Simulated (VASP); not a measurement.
# WS2 in VASP: notebook, part 2 of 2

VASP 6.6.1.

### 3 Single point, PBEsol

INCAR reads:

```
SYSTEM = WS2
PREC = Accurate
ENCUT = 520
EDIFF = 1E-6
ISMEAR = 0
SIGMA = 0.05
LREAL = Auto
LASPH = .TRUE.
NELM = 100
ALGO = Normal
ISIF = 2
LWAVE = .FALSE.
LCHARG = .TRUE.
LDIPOL = .TRUE.
IDIPOL = 3
DIPOL = 0.5 0.5 0.497
GGA = PS
LELF = .TRUE.
LVHAR = .TRUE.
LVACPOTAV = .TRUE.
NBANDS = 78
```

KPOINTS reads:

```
regular mesh
0
G
  8 4 1
  0 0 0
```

POSCAR reads:

```
WS2
1.0
    3.1476068045      0.0000000000      0.0000000000
    0.0000000000      6.6245978920      0.0000000000
    0.0000000000      0.0000000000     27.6627308374
S W
10 5
Direct
    0.5000000000      0.8542255097      0.2695535976
    0.5000000000      0.1402835321      0.2924577443
    0.0000000000      0.6254291269      0.3656647128
    0.0000000000      0.0872024970      0.4008454067
    0.5000000000      0.5076902199      0.4609935520
    0.5000000000      0.9581663258      0.4942200834
    0.0000000000      0.3850739387      0.5549797990
    0.0000000000      0.8397655429      0.5884610677
    0.5000000000      0.2571452787      0.6496714414
    0.5000000000      0.7203966260      0.6846898705
    0.5000000000      0.8923195494      0.3564891899
    0.0000000000      0.7742086856      0.4455876346
    0.5000000000      0.6523859657      0.5405458855
    0.0000000000      0.5330205747      0.6337495739
    0.5000000000      0.4174658689      0.7206749059
```

Potentials or basis: VASP PAW PBE potentials, release 64 (S, W_sv).

The run is started by

```console
cat potpaw_PBE.64/S/POTCAR potpaw_PBE.64/W_sv/POTCAR > POTCAR
mpirun -np 1 vasp_std > vasp.out
```

OUTCAR:

```text
SYSTEM = WS2
   PREC = Accurate
   ENCUT = 520
   EDIFF = 1E-6
   ISMEAR = 0
   LREAL = Auto
   LASPH = .TRUE.
   NELM = 100
   ISIF = 2
   GGA = PS

 ion  position               nearest neighbor table
   1  0.500  0.854  0.270-   2 2.00  11 2.42
   2  0.500  0.140  0.292-   1 2.00  11 2.42
   3  0.000  0.625  0.366-  11 2.38  11 2.38  12 2.42
   4  0.000  0.087  0.401-  11 2.38  11 2.38  12 2.41
   5  0.500  0.508  0.461-  13 2.40  12 2.40  12 2.40
   6  0.500  0.958  0.494-  13 2.40  12 2.40  12 2.40
   7  0.000  0.385  0.555-  14 2.39  13 2.40  13 2.40
   8  0.000  0.840  0.588-  14 2.39  13 2.40  13 2.40
   9  0.500  0.257  0.650-  15 2.23  14 2.45  14 2.45
  10  0.500  0.720  0.685-  15 2.24  14 2.45  14 2.45
  11  0.500  0.892  0.356-   4 2.38   4 2.38   3 2.38   3 2.38   2 2.42   1 2.42  12 3.03  12 3.03

  12  0.000  0.774  0.446-   6 2.40   6 2.40   5 2.40   5 2.40   4 2.41   3 2.42  11 3.03  11 3.03
                            13 3.17  13 3.17
  13  0.500  0.652  0.541-   6 2.40   5 2.40   7 2.40   7 2.40   8 2.40   8 2.40  14 3.12  14 3.12
                            12 3.17  12 3.17
  14  0.000  0.533  0.634-   8 2.39   7 2.39  10 2.45  10 2.45   9 2.45   9 2.45  15 2.97  15 2.97
                            13 3.12  13 3.12
  15  0.500  0.417  0.721-   9 2.23  10 2.24  14 2.97  14 2.97

  LATTYP: Found a simple orthorhombic cell.
 ALAT       =     3.1476068045
 B/A-ratio  =     2.1046459432
 C/A-ratio  =     8.7884963261

  Lattice vectors:

 A1 = (   3.1476068045,   0.0000000000,   0.0000000000)
 A2 = (   0.0000000000,   6.6245978920,   0.0000000000)
 A3 = (   0.0000000000,   0.0000000000,  27.6627308374)

Analysis of symmetry for initial positions (statically):
=====================================================================
 Subroutine PRICEL returns:
 Original cell was already a primitive cell.

 Routine SETGRP: Setting up the symmetry group for a
 simple orthorhombic supercell.

 Subroutine GETGRP returns: Found  2 space group operations
 (whereof  2 operations were pure point group operations)
 out of a pool of  8 trial point group operations.

The static configuration has the point symmetry C_1h.

Analysis of symmetry for dynamics (positions and initial velocities):
=====================================================================
 Subroutine PRICEL returns:
 Original cell was already a primitive cell.

 Routine SETGRP: Setting up the symmetry group for a
 simple orthorhombic supercell.

 Subroutine GETGRP returns: Found  2 space group operations
 (whereof  2 operations were pure point group operations)
 out of a pool of  8 trial point group operations.

The dynamic configuration has the point symmetry C_1h.

 Subroutine INISYM returns: Found  2 space group operations
 (whereof  2 operations are pure point group operations),
 and found     1 'primitive' translations

----------------------------------------------------------------------------------------

                                     Primitive cell

  volume of cell :     576.8130

  direct lattice vectors                    reciprocal lattice vectors
[... 95 lines left out ...]
   ISTART =      0    job   : 0-new  1-cont  2-samecut
   ICHARG =      2    charge: 1-file 2-atom 10-const
   ISPIN  =      1    spin polarized calculation?
   LNONCOLLINEAR =      F non collinear calculations
   LSORBIT =      F    spin-orbit coupling
   LASPH  =      T    aspherical Exc in radial PAW
   ENCUT  =  520.0 eV  38.22 Ry    6.18 a.u.   5.85 12.32 51.43*2*pi/ulx,y,z
   NELM   =    100;   NELMIN=  2; NELMDL= -5     # of ELM steps
   EDIFF  = 0.1E-05   stopping-criterion for ELM
   LREAL  =      T    real-space projection
   EDIFFG = 0.1E-04   stopping-criterion for IOM
   NSW    =      0    number of steps for IOM
   IBRION =     -1    ionic relax: 0-MD 1-quasi-New 2-CG
   NFREE  =      0    steps in history (QN), initial steepest desc. (CG)
   ISIF   =      2    stress and relaxation
   ISYM   =      2    0-nonsym 1-usesym 2-fastsym
   POTIM  = 0.5000    time-step for ionic-motion
   TEBEG  =    0.0;   TEEND  =   0.0 temperature during run
   PSTRESS=    0.0 pullay stress
   NELECT =     130.0000    total number of electrons
   NUPDOWN=      -1.0000    fix difference up-down
   EMIN   =  10.00;   EMAX   =-10.00  energy-range for DOS
   EFERMI =   0.00;   METHOD = LEGACY
   ISMEAR =     0;   SIGMA  =   0.05  broadening in eV -4-tet -1-fermi 0-gaus
   EFERMI_NEDOS =   21; number of points for ismear=-14 and -15
   IALGO  =     38    algorithm
   IMIX   =      4    mixing-type and parameters
     AMIX     =   0.40;   BMIX     =  1.00
     AMIX_MAG =   1.60;   BMIX_MAG =  1.00
  volume/ion in A,a.u.               =      38.45       259.50
  Fermi-wavevector in a.u.,A,eV,Ry     =   0.996271  1.882680 13.504550  0.992556
  Thomas-Fermi vector in A             =   2.128348
   LORBIT       =      0    0 simple, 1 ext, 2 COOP (PROOUT), +10 PAW based schemes
   GGA     = PS    functional components
   LHFCALC =     F    Hartree Fock is set to
   AEXX    =    0.0000 exact exchange contribution
   IVDW    =     0    specifies the selected vdW correction
   LEPSILON=     F    determine dielectric tensor
   LRPA    =     F    only Hartree local field effects (RPA)
 non-spin polarized calculation
 Gauss-broadening in eV      SIGMA  =   0.05
  energy-cutoff  :      520.00
  volume of cell :      576.81
 maximum number of plane-waves:     15604
 NGX is ok and might be reduce to    24
   NGX = 11   NGY = 25   NGZ =103

 dipolmoment           0.000000      0.000000      1.746531 electrons x Angstroem

 number of electron     130.0000011 magnetization

 dipolmoment           0.000000      0.000000     -0.071808 electrons x Angstroem

 Free energy of the ion-electron system (eV)
  ---------------------------------------------------
  ext. energy  EPLUGINS =         0.00000000
  ---------------------------------------------------
  free energy    TOTEN  =      -119.11554469 eV

  energy without entropy =     -119.10394331  energy(sigma->0) =     -119.10974400

 E-fermi :   1.2004     XC(G=0):  -5.8321

 val. band max:        1.1755133589   @ k =   0.3750   0.0000   0.0000
 cond. band min:       1.2034953816   @ k =   0.3750   0.2500   0.0000
 fundamental gap:      0.0279820227
 Fermi energy:         1.2003513096

 k-point     1 :       0.0000    0.0000    0.0000
  band No.  band energies     occupation
      1     -73.5188      2.00000
      2     -73.4838      2.00000
      3     -73.3775      2.00000
      4     -73.2094      2.00000
      5     -73.1622      2.00000
      6     -37.9560      2.00000
[... 1189 lines left out ...]
     76       3.9406      0.00000
     77       3.9990      0.00000
 [bands above 77 left out]

------------------------ aborting loop because EDIFF is reached ----------------------------------------

  FORCE on cell =-STRESS in cart. coord.  units (eV):
  Direction    XX          YY          ZZ          XY          YZ          ZX
  --------------------------------------------------------------------------------------
  -------------------------------------------------------------------------------------
  Total      -10.0683188     -0.2742453      0.1176768      0.0000000     -0.1200402      0.0000000
  in kB      -27.9661378     -0.7617539      0.3268634      0.0000000     -0.3334282      0.0000000
  external PRESSURE =      -9.4670095 kB  Pullay stress =       0.0000000 kB

 VOLUME and BASIS-vectors are now :
 -----------------------------------------------------------------------------
  energy-cutoff  :      520.00
  volume of cell :      576.81
      direct lattice vectors                 reciprocal lattice vectors
     3.147606805  0.000000000  0.000000000     0.317701690  0.000000000  0.000000000
     0.000000000  6.624597892  0.000000000     0.000000000  0.150952558  0.000000000
     0.000000000  0.000000000 27.662730837     0.000000000  0.000000000  0.036149721

 POSITION                                       TOTAL-FORCE (eV/Angst)
 -----------------------------------------------------------------------------------
      1.57380      5.65890      7.45659         0.000000      0.136138      0.045068
      1.57380      0.92932      8.09018         0.000000     -0.136679     -0.054751
      0.00000      4.14322     10.11528         0.000000     -0.017830      0.006131
      0.00000      0.57768     11.08848         0.000000      0.022231      0.006451
      1.57380      3.36324     12.75234         0.000000     -0.013616     -0.001655
      1.57380      6.34747     13.67148         0.000000      0.022727      0.002413
      0.00000      2.55096     15.35226         0.000000     -0.011891     -0.002985
      0.00000      5.56311     16.27844         0.000000      0.020063      0.010056
      1.57380      1.70348     17.97169         0.000000     -0.016648     -0.012566
      1.57380      4.77234     18.94039         0.000000      0.031640      0.005693
      1.57380      5.91126      9.86146         0.000000      0.002741     -0.019323
      0.00000      5.12882     12.32617         0.000000     -0.007614     -0.008063
      1.57380      4.32179     14.95298         0.000000     -0.004983     -0.006043
      0.00000      3.53105     17.53124         0.000000     -0.003807     -0.004963
      1.57380      2.76554     19.93584         0.000000     -0.022472      0.034539
 -----------------------------------------------------------------------------------
    total drift:                                0.000000      0.002756     -0.003440

  FREE ENERGIE OF THE ION-ELECTRON SYSTEM (eV)
  ---------------------------------------------------
  free  energy   TOTEN  =      -119.1155446899 eV

  energy  without entropy=     -119.1039433139  energy(sigma->0) =     -119.10974400

 vacuum level on the upper side and lower side of the slab         5.136         5.761
```

It took 19 min on 1 thread of Intel Xeon 6975P-C (Granite Rapids), shared host; peak memory 0.78 GiB.

What came out:

| Property | Result |
| --- | --- |
| Free energy | -119.1155 eV |
| Largest force | 0.147 eV/Å |
| Band gap on the k mesh | zero (bands 65 and 66 overlap by 0.56 eV) |

Forces in eV/Å, atoms in the order of the input:
```
S    0.000  0.136  0.045
S    0.000 -0.137 -0.055
S    0.000 -0.018  0.006
S    0.000  0.022  0.006
S    0.000 -0.014 -0.002
S    0.000  0.023  0.002
S    0.000 -0.012 -0.003
S    0.000  0.020  0.010
S    0.000 -0.017 -0.013
S    0.000  0.032  0.006
W    0.000  0.003 -0.019
W    0.000 -0.008 -0.008
W    0.000 -0.005 -0.006
W    0.000 -0.004 -0.005
W    0.000 -0.022  0.035
```

Levels at points of the mesh, in eV from the Fermi level:
```tsv
k point	band 63	band 64	band 65	band 66	band 67	band 68
(0.00, 0.00, 0.00)	-1.09	-0.88	-0.04	0.66	0.79	1.06
(0.50, 0.00, 0.00)	-1.42	-0.66	0.12	0.37	0.50	1.57
(0.00, 0.50, 0.00)	-0.69	-0.31	0.11	0.70	0.79	1.06
(0.50, 0.50, 0.00)	-1.39	-0.63	0.31	0.44	0.59	1.61
```

Caveat: the PAW data sets were made with another functional, which shifts forces and pressure a little; spin-orbit coupling is left out, which moves the levels of the heavy elements.

The gap in the log of VASP goes by the Fermi energy; the results here count the filled bands.